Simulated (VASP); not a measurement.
Write the native input for VASP 6.6.1 that does the following.

```
Task                    : density of states
Functional              : PBE
Potentials or basis     : VASP PAW PBE potentials, release 64 (As)
Cutoff                  : 520 eV
k mesh                  : 15 × 15 × 15
Occupations             : fermi-dirac, width 0.05 eV
Spin                    : no spin polarisation
Dipole correction       : no
k mesh for the DOS      : 23 × 23 × 23
Occupations for the DOS : tetrahedron
Further INCAR settings  : ALGO = Normal; EDIFF = 1e-06; NBANDS = 8
```

Crystal: As.

```xyz
1
Lattice="0.0000 1.6078 1.6078 1.6078 0.0000 1.6078 1.6078 1.6078 0.0000" Properties=species:S:1:pos:R:3 pbc="T T T"
As    0.0000    0.0000    0.0000
```

This cell differs from its parent crystal: volume scaled by 0.43.

One way to write it, as run:

POSCAR

```
As
1.0
    0.0000000000      1.6077995199      1.6077995199
    1.6077995199      0.0000000000      1.6077995199
    1.6077995199      1.6077995199      0.0000000000
As
1
Direct
    0.0000000000      0.0000000000      0.0000000000
```

INCAR.step1

```
PREC = Accurate
ENCUT = 520
EDIFF = 1E-6
ISMEAR = -1
SIGMA = 0.05
LREAL = F
LASPH = T
NELM = 100
ALGO = Normal
ISIF = 2
LWAVE = F
LCHARG = T
GGA = PE
NBANDS = 8
```

KPOINTS.step1

```
Automatic mesh
0
Gamma
  15 15 15
```

INCAR.step2

```
PREC = Accurate
ENCUT = 520
EDIFF = 1E-6
ISMEAR = -5
SIGMA = 0.05
LREAL = F
LASPH = T
NELM = 100
ALGO = Normal
ISIF = 2
LWAVE = F
LCHARG = F
GGA = PE
LORBIT = 11
NBANDS = 8
NEDOS = 2001
ICHARG = 11
```

KPOINTS.step2

```
Automatic mesh
0
Gamma
  23 23 23
```

Potentials or basis: VASP PAW PBE potentials, release 64 (As).

Command:

```console
$ cat potpaw_PBE.64/As/POTCAR > POTCAR
$ cp INCAR.step1 INCAR
$ cp KPOINTS.step1 KPOINTS
$ mpirun -np 1 vasp_std > vasp.out
$ cp INCAR.step2 INCAR
$ cp KPOINTS.step2 KPOINTS
$ mpirun -np 1 vasp_std > vasp.out
```

It gave:

* Valence electrons inside the program's atomic spheres: As 3.70

Wall time 15 s on 1 thread of Intel(R) Xeon(R) Platinum 8488C (Sapphire Rapids), with other jobs on the host, peak memory 0.13 GiB.
